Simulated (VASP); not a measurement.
Set up this calculation in VASP 6.6.1, as the native input.

| Item | Value |
| --- | --- |
| Task | relaxation of cell and atoms |
| Functional | PBE |
| Potentials or basis | VASP PAW PBE potentials, release 64 (Pr_3, Mo_sv), 4f in core |
| Cutoff | 500 eV |
| k mesh | 10 × 10 × 10 |
| Occupations | gaussian, width 0.1 eV |
| Spin | no spin polarisation |
| Dipole correction | no |
| Further INCAR settings | ALGO = Normal; EDIFF = 1e-07; IBRION = 2; EDIFFG = -0.01; NSW = 100; ISIF = 3 |

The structure of Pr3Mo lies in POSCAR:

```
Pr3Mo
1.0
    4.8771091314      0.0000000000      0.0000000000
    0.0000000000      4.8771091314      0.0000000000
    0.0000000000      0.0000000000      4.8771091314
Pr Mo
3 1
Direct
    0.0000000000      0.5000000000      0.5000000000
    0.5000000000      0.0000000000      0.5000000000
    0.5000000000      0.5000000000      0.0000000000
    0.0000000000      0.0000000000      0.0000000000
```

The cell was generated, and may not be a known phase.

These files were run (other wordings do the same):

INCAR

```
SYSTEM = Pr3Mo
PREC = Accurate ; ENCUT = 500
EDIFF = 1E-7 ; ISMEAR = 0
SIGMA = 0.1 ; LREAL = .False.
LASPH = .True. ; NELM = 200
ALGO = Normal ; ISIF = 3
LWAVE = .False. ; LCHARG = .False.
GGA = PE ; IBRION = 2
NSW = 100 ; EDIFFG = -0.01
GGA_COMPAT = .False. ; NELMIN = 4
LMAXMIX = 6
```

KPOINTS

```
regular mesh
0
Gamma
  10 10 10
  0 0 0
```

Potentials or basis: VASP PAW PBE potentials, release 64 (Pr_3, Mo_sv), 4f in core.

The run is started by

```bash
$ cat potpaw_PBE.64/Pr_3/POTCAR potpaw_PBE.64/Mo_sv/POTCAR > POTCAR
$ mpirun -np 1 vasp_std > vasp.out
```

It gave:

| Item | Value |
| --- | --- |
| Relaxed volume | 28.62 Å³/atom |
| Relaxed cell | a = 4.855 Å, b = 4.855 Å, c = 4.855 Å, α = 90.00°, β = 90.00°, γ = 90.00° |
| Space group after relaxing (to 0.1 Å) | Pm-3m (No. 221) |
| Energy gained by relaxing | 0.8 meV/atom |
| Ionic steps | 3 |
| Pressure after relaxing | 0.0 GPa |
| Band gap on the k mesh | zero (an odd number of electrons rules out a gap without spin polarisation) |

Caveat: spin-orbit coupling is left out, which moves the levels of the heavy elements; the 4f electrons are frozen in the core, so they carry no moment and show no levels.

Wall time 3.5 min on 1 thread of AMD EPYC 9R45 96-Core Processor (Zen 5), with other jobs on the host, peak memory 0.29 GiB.
